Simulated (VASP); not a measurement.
# Si (P6_3/mmc) in VASP: G0W0 quasiparticle levels with r2SCAN

Aim: the G0W0 quasiparticle levels of Si with r2SCAN.

Program: VASP 6.6.1. These are calculated values, not measurements. Logs are shortened: lines on timing, memory, paths and dates and some standing lists are left out, and cuts for length are marked.

### Step 1. The cell of the first run

The structure is hexagonal, space group P6_3/mmc (No. 194). The conventional cell has a = 3.832 Å, b = 3.832 Å, c = 6.341 Å, α = 90.00°, β = 90.00°, γ = 120.00°. Si (site symmetry 3m) has 4 Si at 2.35 to 2.37 Å within 3.1 Å.

This isn't the form of Si at room conditions, which is diamond.

### Step 2. G0W0 quasiparticle levels, r2SCAN

The input, POSCAR:

```
Si
1.0
    3.8321167759      0.0000000000      0.0000000000
   -1.9160583880      3.3187104782      0.0000000000
    0.0000000000      0.0000000000      6.3412387344
Si
4
Direct
    0.3333333333      0.6666666667      0.0630612455
    0.6666666667      0.3333333333      0.5630612455
    0.3333333333      0.6666666667      0.4369387545
    0.6666666667      0.3333333333      0.9369387545
```

The input, INCAR.step1:

```
SYSTEM = Si
PREC = Accurate
ENCUT = 500
EDIFF = 1E-8
ISMEAR = 0
SIGMA = 0.01
LREAL = .False.
LASPH = .True.
NELM = 80
ALGO = Normal
LWAVE = .True.
LCHARG = .False.
METAGGA = R2SCAN
LMIXTAU = .True.
```

The input, INCAR.step2:

```
SYSTEM = Si
PREC = Accurate
ENCUT = 500
EDIFF = 1E-8
ISMEAR = 0
SIGMA = 0.01
LREAL = .False.
LASPH = .True.
NELM = 1
ALGO = Exact
LWAVE = .True.
LCHARG = .False.
METAGGA = R2SCAN
LMIXTAU = .True.
NBANDS = 139
LOPTICS = .True.
ISTART = 1
```

The input, INCAR.step3:

```
SYSTEM = Si
PREC = Accurate
ENCUT = 500
EDIFF = 1E-8
ISMEAR = 0
SIGMA = 0.01
LREAL = .False.
LASPH = .True.
ALGO = EVGW0
LWAVE = .False.
LCHARG = .False.
METAGGA = R2SCAN
LMIXTAU = .True.
NELMGW = 1
NBANDS = 139
ENCUTGW = 80.0
NOMEGA = 96
PRECFOCK = Fast
ISTART = 1
NBANDSGW = 16
OMEGAMAX = 20
```

The input, KPOINTS:

```
Automatic mesh
0
Gamma
  6 6 4
  0 0 0
```

Potentials or basis: VASP PAW PBE potentials, release 64 (Si_GW).

Started as:

```sh
$ cat potpaw_PBE.64/Si_GW/POTCAR > POTCAR
$ cp INCAR.step1 INCAR
$ mpirun -np 1 vasp_std > vasp.out
$ cp INCAR.step2 INCAR
$ mpirun -np 1 vasp_std > vasp.out
$ cp INCAR.step3 INCAR
$ mpirun -np 1 vasp_std > vasp.out
```

OUTCAR:

```text
SYSTEM = Si
   PREC = Accurate
   ENCUT = 500
   EDIFF = 1E-8
   ISMEAR = 0
   LREAL = .False.
   LASPH = .True.
   METAGGA = R2SCAN
   NELMGW = 1
   ENCUTGW = 80.0
   PRECFOCK = Fast
   ISTART = 1

 ion  position               nearest neighbor table
   1  0.333  0.667  0.063-   4 2.35   4 2.35   4 2.35   3 2.37
   2  0.667  0.333  0.563-   3 2.35   3 2.35   3 2.35   4 2.37
   3  0.333  0.667  0.437-   2 2.35   2 2.35   2 2.35   1 2.37
   4  0.667  0.333  0.937-   1 2.35   1 2.35   1 2.35   2 2.37

  LATTYP: Found a hexagonal cell.
 ALAT       =     3.8321167759
 C/A-ratio  =     1.6547613513

  Lattice vectors:

 A1 = (   3.8321167759,   0.0000000000,   0.0000000000)
 A2 = (  -1.9160583880,   3.3187104782,   0.0000000000)
 A3 = (   0.0000000000,   0.0000000000,   6.3412387344)

Analysis of symmetry for initial positions (statically):
=====================================================================
 Subroutine PRICEL returns:
 Original cell was already a primitive cell.

 Routine SETGRP: Setting up the symmetry group for a
 hexagonal supercell.

 Subroutine GETGRP returns: Found 24 space group operations
 (whereof 12 operations were pure point group operations)
 out of a pool of 24 trial point group operations.

The static configuration has the point symmetry D_3d.
 The point group associated with its full space group is D_6h.

Analysis of symmetry for dynamics (positions and initial velocities):
=====================================================================
 Subroutine PRICEL returns:
 Original cell was already a primitive cell.

 Routine SETGRP: Setting up the symmetry group for a
 hexagonal supercell.

 Subroutine GETGRP returns: Found 24 space group operations
 (whereof 12 operations were pure point group operations)
 out of a pool of 24 trial point group operations.

The dynamic configuration has the point symmetry D_3d.
 The point group associated with its full space group is D_6h.

 Subroutine INISYM returns: Found 24 space group operations
 (whereof 12 operations are pure point group operations),
 and found     1 'primitive' translations

----------------------------------------------------------------------------------------

                                     Primitive cell

  volume of cell :      80.6459

  direct lattice vectors                    reciprocal lattice vectors
     3.832116776  0.000000000  0.000000000     0.260952382  0.150660928  0.000000000
    -1.916058388  3.318710478  0.000000000     0.000000000  0.301321856  0.000000000
     0.000000000  0.000000000  6.341238734     0.000000000  0.000000000  0.157697895

  length of vectors
     3.832116776  3.832116776  6.341238734     0.301321856  0.301321856  0.157697895

  position of ions in fractional coordinates (direct lattice)
     0.333333333  0.666666667  0.063061246
     0.666666667  0.333333333  0.563061246
     0.333333333  0.666666667  0.436938754
     0.666666667  0.333333333  0.936938754

  ion indices of the primitive-cell ions
   primitive index   ion index
                 1           1
                 2           2
                 3           3
                 4           4

----------------------------------------------------------------------------------------

 KPOINTS: Automatic mesh

Automatic generation of k-mesh.
 Grid dimensions read from file:
 generate k-points for:    6    6    4

 Generating k-lattice:

  Cartesian coordinates                     Fractional coordinates (reciprocal lattice)
     0.043492064  0.025110155  0.000000000     0.166666667  0.000000000  0.000000000
     0.000000000  0.050220309  0.000000000     0.000000000  0.166666667  0.000000000
     0.000000000  0.000000000  0.039424474     0.000000000  0.000000000  0.250000000

  Length of vectors
     0.050220309  0.050220309  0.039424474

  Shift w.r.t. Gamma in fractional coordinates (k-lattice)
     0.000000000  0.000000000  0.000000000

 Subroutine IBZKPT returns following result:
 ===========================================

 Found     21 irreducible k-points:

 Following reciprocal coordinates:
            Coordinates               Weight
  0.000000  0.000000  0.000000      1.000000
  0.166667  0.000000  0.000000      6.000000
  0.333333 -0.000000  0.000000      6.000000
  0.500000  0.000000  0.000000      3.000000
  0.166667  0.166667  0.000000      6.000000
  0.333333  0.166667  0.000000     12.000000
[... 13 lines left out ...]
  0.333333  0.166667  0.500000     12.000000
  0.333333  0.333333  0.500000      2.000000
   k-points           NKPTS =     21   k-points in BZ     NKDIM =    144   number of bands    NBANDS=    139
   number of dos      NEDOS =    301   number of ions     NIONS =      4
   total plane-waves  NPLWV =  37632
   dimension x,y,z NGX =    28 NGY =   28 NGZ =   48
   dimension x,y,z NGXF=    56 NGYF=   56 NGZF=   96
   ions per type =               4
   NGX,Y,Z   is equivalent  to a cutoff of  12.15, 12.15, 12.58 a.u.
   NGXF,Y,Z  is equivalent  to a cutoff of  24.29, 24.29, 25.17 a.u.
 SYSTEM =  Si
   PREC   = accura    normal or accurate (medium, high low for compatibility)
   ISTART =      1    job   : 0-new  1-cont  2-samecut
   ICHARG =      0    charge: 1-file 2-atom 10-const
   ISPIN  =      1    spin polarized calculation?
   LNONCOLLINEAR =      F non collinear calculations
   LSORBIT =      F    spin-orbit coupling
   LASPH  =      T    aspherical Exc in radial PAW
   ENCUT  =  500.0 eV  36.75 Ry    6.06 a.u.   6.99  6.99 11.56*2*pi/ulx,y,z
   NELM   =     60;   NELMIN=  2; NELMDL=  0     # of ELM steps
   EDIFF  = 0.1E-07   stopping-criterion for ELM
   LREAL  =      F    real-space projection
   EDIFFG = 0.1E-06   stopping-criterion for IOM
   NSW    =      0    number of steps for IOM
   IBRION =     -1    ionic relax: 0-MD 1-quasi-New 2-CG
   NFREE  =      0    steps in history (QN), initial steepest desc. (CG)
   ISIF   =      0    stress and relaxation
   ISYM   =      3    0-nonsym 1-usesym 2-fastsym
   POTIM  = 0.5000    time-step for ionic-motion
   TEBEG  =    0.0;   TEEND  =   0.0 temperature during run
   PSTRESS=    0.0 pullay stress
   NELECT =      16.0000    total number of electrons
   NUPDOWN=      -1.0000    fix difference up-down
   EMIN   =  10.00;   EMAX   =-10.00  energy-range for DOS
   EFERMI =   0.00;   METHOD = LEGACY
   ISMEAR =     0;   SIGMA  =   0.01  broadening in eV -4-tet -1-fermi 0-gaus
   EFERMI_NEDOS =   21; number of points for ismear=-14 and -15
   IALGO  =     38    algorithm
   IMIX   =      4    mixing-type and parameters
     AMIX     =   0.40;   BMIX     =  1.00
     AMIX_MAG =   1.60;   BMIX_MAG =  1.00
  volume/ion in A,a.u.               =      20.16       136.06
  Fermi-wavevector in a.u.,A,eV,Ry     =   0.954818  1.804345 12.404133  0.911678
  Thomas-Fermi vector in A             =   2.083600
   LORBIT       =      0    0 simple, 1 ext, 2 COOP (PROOUT), +10 PAW based schemes
   METAGGA = R2SCAN    functional components
   LHFCALC =     T    Hartree Fock is set to
   PRECFOCK=fast      Normal, Fast or Accurate (Low or Medium for compatibility)
   ENCUT4O =  -1.0   cutoff for four orbital integrals eV
   NKREDX  =     1    reduce k-point grid by
   NKREDY  =     1    reduce k-point grid by
   NKREDZ  =     1    reduce k-point grid by
   AEXX    =    1.0000 exact exchange contribution
   HFSCREEN=    0.0000 screening length (either q_TF or 0.3 A-1)
   HFSCREENC=   0.0000 screening length for correlation (either q_TF or 0.3 A-1)
   ENCUTFOCK=  -1.0 apply spherical cutoff to Coloumb kernel
   IVDW    =     0    specifies the selected vdW correction
   LEPSILON=     F    determine dielectric tensor
   LRPA    =     F    only Hartree local field effects (RPA)
   LRPAFORCE           =     F    calculate RPA forces
   ENCUTGW             =  80.0    cutoff for response function in eV
   ENCUTGWSOFT         =  64.0    soft cutoff for Coulomb kernel in GW response function in eV
   ENCUTLF             =  -1.0    cutoff for local field effects
   NELMGW              =     1    number of iterations in solving QP/BSE equation
   NELMHF              =     1    number of iterations in the inner HF iteration
   NKREDLFX            =     1    NKREDLFY  =   1   NKREDLFZ  =   1
 non-spin polarized calculation
 Gauss-broadening in eV      SIGMA  =   0.01
  energy-cutoff  :      500.00
  volume of cell :       80.65
 maximum number of plane-waves:      2060
 NGX is ok and might be reduce to    28
  NGX = 16; NGY = 16; NGZ = 28
   NGX = 13   NGY = 13   NGZ = 23
 maximum number of plane-waves:       138
 NGX is ok and might be reduce to    14

 QP shifts <psi_nk| G(iteration)W_0 |psi_nk>: iteration 1
 for sc-GW calculations column KS-energies equals QP-energies in previous step
 and V_xc(KS)=  KS-energies - (<T + V_ion + V_H > + <T+V_H+V_ion>^1  + <V_x>^1)

 k-point   1 :       0.0000    0.0000    0.0000
  band No.  KS-energies  QP-energies   sigma(KS)   V_xc(KS)     V^pw_x(r,r')   Z            occupation Imag(sigma)

      1      -7.1896      -7.0416     -10.8823     -11.1076     -17.4952       0.6569       2.0000       1.1673
      2      -4.7993      -4.7357     -11.2776     -11.3701     -16.8874       0.6871       2.0000       0.8167
      3      -1.9470      -2.0304     -10.6939     -10.5752     -14.8794       0.7023       2.0000       0.4024
      4       3.9748       3.7581     -11.5621     -11.2765     -13.0515       0.7588       2.0000       0.0393
      5       3.9748       3.7581     -11.5621     -11.2765     -13.0515       0.7588       2.0000       0.0393
      6       5.2040       5.0088     -11.6835     -11.4301     -12.6267       0.7701       2.0000       0.0278
[... 8 lines left out ...]
     15      10.0201      10.2771      -9.6109      -9.9531      -5.1331       0.7511       0.0000      -0.0929
     16      11.8516      12.0959      -9.0248      -9.3463      -4.3638       0.7597       0.0000      -0.1487

 k-point   2 :       0.1667    0.0000    0.0000
  band No.  KS-energies  QP-energies   sigma(KS)   V_xc(KS)     V^pw_x(r,r')   Z            occupation Imag(sigma)

      1      -6.8514      -6.7193     -10.9202     -11.1189     -17.3860       0.6647       2.0000       1.1210
      2      -4.4524      -4.3988     -11.2954     -11.3728     -16.7562       0.6928       2.0000       0.7649
      3      -1.7949      -1.8706     -10.8403     -10.7330     -14.9752       0.7046       2.0000       0.3854
      4       2.0600       1.8432     -11.0170     -10.7231     -13.0852       0.7377       2.0000       0.0706
      5       3.4014       3.1869     -11.3685     -11.0837     -13.0140       0.7532       2.0000       0.0445
      6       3.6838       3.4825     -11.6505     -11.3834     -13.2217       0.7539       2.0000       0.0450
[... 8 lines left out ...]
     15      11.2238      11.4305      -9.8181     -10.0961      -4.9756       0.7437       0.0000      -0.1432
     16      11.5937      11.7086      -8.9944      -9.1456      -4.2497       0.7597       0.0000      -0.1466
[... 348 lines left out ...]
      5       1.8226       1.5991     -10.7873     -10.4834     -12.9591       0.7353       2.0000       0.0762
      6       1.8226       1.5991     -10.7873     -10.4834     -12.9591       0.7353       2.0000       0.0762
[... 8 lines left out ...]
     15      12.8219      12.8520      -9.6220      -9.6625      -4.2500       0.7425       0.0000      -0.2495
     16      12.8219      12.8520      -9.6220      -9.6625      -4.2500       0.7425       0.0000      -0.2495

 k-point  21 :       0.3333    0.3333    0.5000
  band No.  KS-energies  QP-energies   sigma(KS)   V_xc(KS)     V^pw_x(r,r')   Z            occupation Imag(sigma)

      1      -3.5716      -3.5359     -11.3699     -11.4209     -16.4529       0.6984       2.0000       0.6369
      2      -3.5716      -3.5359     -11.3699     -11.4209     -16.4529       0.6984       2.0000       0.6369
      3      -2.1565      -2.1954     -11.1843     -11.1290     -15.5625       0.7035       2.0000       0.4327
      4      -2.1565      -2.1954     -11.1843     -11.1290     -15.5625       0.7035       2.0000       0.4327
      5       0.9033       0.6786     -10.4791     -10.1684     -13.0620       0.7233       2.0000       0.1132
      6       0.9033       0.6786     -10.4791     -10.1684     -13.0620       0.7233       2.0000       0.1132
[... 8 lines left out ...]
     15      12.2779      12.3058      -9.3906      -9.4276      -4.4782       0.7527       0.0000      -0.1866
     16      12.2779      12.3058      -9.3906      -9.4276      -4.4782       0.7527       0.0000      -0.1866
```

Run time: 15 min. Hardware: 1 thread of Intel Xeon 6975P-C (Granite Rapids), shared host; peak memory 2.1 GiB.

What came out:

```yaml
Quasiparticle_gap: 0.90 eV
Least_direct_quasiparticle_gap: 1.69 eV
Band_gap_of_the_starting_levels_on_the_mesh: 0.62 eV
Least_direct_gap_of_the_starting_levels_on_the_mesh: 1.36 eV
```

Caveat: bands, screening cutoff and mesh are small and nothing is extrapolated, so the quasiparticle values aren't converged.
